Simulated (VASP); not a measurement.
SiC: single point with LDA

**The experiment to reproduce.**

“Insight into the structural, elastic and electronic properties of a new orthorhombic 6O-SiC polytype”, 2020, pmc:7200658 quotes, for a bulk crystal of SiC: band gap 2.4 eV (indirect).

Crystal: SiC.

```
Si C
1.0
     2.16449    2.16449    0.00000
    -2.16449    2.16449    0.00000
     0.00000    2.16449    2.16449
Si C
1 1
Cartesian
  0.0000 0.0000 0.0000
  1.0822 3.2467 1.0822
```

| Property | Result |
| --- | --- |
| Program | VASP 6.6.1 |
| Task | single point |
| Functional | LDA |
| Potentials or basis | VASP PAW LDA potentials, release 64 (Si, C) |
| Cutoff | 600 eV |
| k mesh | 10 × 10 × 10 |
| Occupations | gaussian, width 0.01 eV |
| Spin | no spin polarisation |
| Dipole correction | no |
| Further INCAR settings | ALGO = Normal; EDIFF = 1e-06; NBANDS = 11 |

```yaml
Pressure: 0.3 GPa
Band_gap_on_the_k_mesh: 1.29 eV, indirect (least direct gap 4.52 eV)
```

Levels at points of the mesh, in eV from the valence-band top:
```csv
k point,band 1,band 2,band 3,band 4,band 5,band 6,band 7,band 8,band 9
"(0.00, 0.00, 0.00)",-15.47,0.00,0.00,0.00,6.53,7.33,7.33,7.33,14.58
"(0.50, 0.00, 0.00)",-11.78,-8.67,-1.06,-1.06,5.57,7.21,7.21,10.03,16.18
"(0.50, 0.50, 0.00)",-10.28,-7.88,-3.23,-3.23,1.29,4.26,14.06,14.06,14.82
```

Run time: 9.4 s on 1 thread of Intel Xeon 8259CL, on a shared host, peak memory 0.13 GiB.

Measured gap of SiC: 2.4 eV (indirect; quoted in “Insight into the structural, elastic and electronic properties of a new orthorhombic 6O-SiC polytype”, 2020, pmc:7200658). This calculation gives 1.29 eV (-1.11 eV). The value is that of LDA on a finite k mesh, which can miss the band edges, without temperature or zero-point motion. Semilocal functionals fall short of measured gaps as a rule.
